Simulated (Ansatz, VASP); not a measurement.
**Two plane-wave programs on Fe**

File POSCAR:

```
Fe
1.0
   -1.3650158294      1.3650158294      1.3650158294
    1.3650158294     -1.3650158294      1.3650158294
    1.3650158294      1.3650158294     -1.3650158294
Fe
1
Direct
    0.0000000000      0.0000000000      0.0000000000
```

Contents of INCAR.step1:

```
PREC     = Accurate       # precision mode
ENCUT    = 660            # plane-wave cutoff, eV
ISMEAR   = -1             # smearing method
SIGMA    = 0.1            # smearing width, eV
LREAL    = False          # projectors in reciprocal space
LASPH    = True           # aspherical terms in the spheres
NELM     = 120            # most SCF steps
NBANDS   = 10             # bands
GGA      = PE             # functional
ALGO     = Normal         # electronic algorithm
EDIFF    = 1E-5           # SCF threshold, eV
LWAVE    = True           # write WAVECAR
LCHARG   = False          # write CHGCAR
GGA_COMPAT= False
```

Contents of INCAR.step2:

```
PREC     = Accurate       # precision mode
ENCUT    = 660            # plane-wave cutoff, eV
EDIFF    = 1E-6           # SCF threshold, eV
ISMEAR   = -1             # smearing method
SIGMA    = 0.1            # smearing width, eV
LREAL    = False          # projectors in reciprocal space
LASPH    = True           # aspherical terms in the spheres
NELM     = 120            # most SCF steps
ALGO     = Normal         # electronic algorithm
ISIF     = 2              # what is computed and relaxed
LWAVE    = False          # write WAVECAR
LCHARG   = False          # write CHGCAR
METAGGA  = R2SCAN         # meta-GGA
LMIXTAU  = True         
NBANDS   = 10             # bands
ISTART   = 1            
GGA_COMPAT= False
```

Contents of KPOINTS:

```
Automatic mesh
0
Gamma
  16 16 16
```

Input for Ansatz:

```yaml
crystal:
  lattice:
    - [-1.3650158294, 1.3650158294, 1.3650158294]
    - [1.3650158294, -1.3650158294, 1.3650158294]
    - [1.3650158294, 1.3650158294, -1.3650158294]
  atoms:
    - { symbol: Fe, position: [0.0, 0.0, 0.0] }
hamiltonian:
  xc: r2scan
  pseudopotentials:
    kind: paw
    azcp:
      Fe: "pseudopotentials/Fe.paw.azcp"
basis:
  ecutwfc: 800
  fft_grid_basis: typed
kpoints:
  mp_grid: { grid: [16, 16, 16], shift: [0, 0, 0] }
magnetization:
  spin_polarized: false
scf:
  occupations: { method: fermi_dirac, width: 0.1 }
  lower_state_search: "off"
output:
  stress: true
  write_density: true
  write_potential: true
  elf: true
  volumetric_format: npy
```

Alike in both runs: task single point; functional r2SCAN; k mesh 16 × 16 × 16; occupations fermi-dirac, width 0.1 eV; no spin polarisation.

```csv
,VASP,Ansatz
version,VASP 6.6.1,Ansatz 0.2.0
potentials or method,"VASP PAW PBE potentials, release 64 (Fe), cutoff 660 eV","plane waves (800 eV) with PAW, scalar-relativistic"
valence electrons in the cell,8,16
```

```tsv
	VASP	Ansatz	Ansatz less VASP
pressure (GPa)	0.6	0.1	-0.58
```

VASP's potentials were made for PBE, not for r2SCAN. VASP's potentials hold 8 valence electrons a cell and Ansatz's 16, so a difference there can come from the potentials and not from the codes.
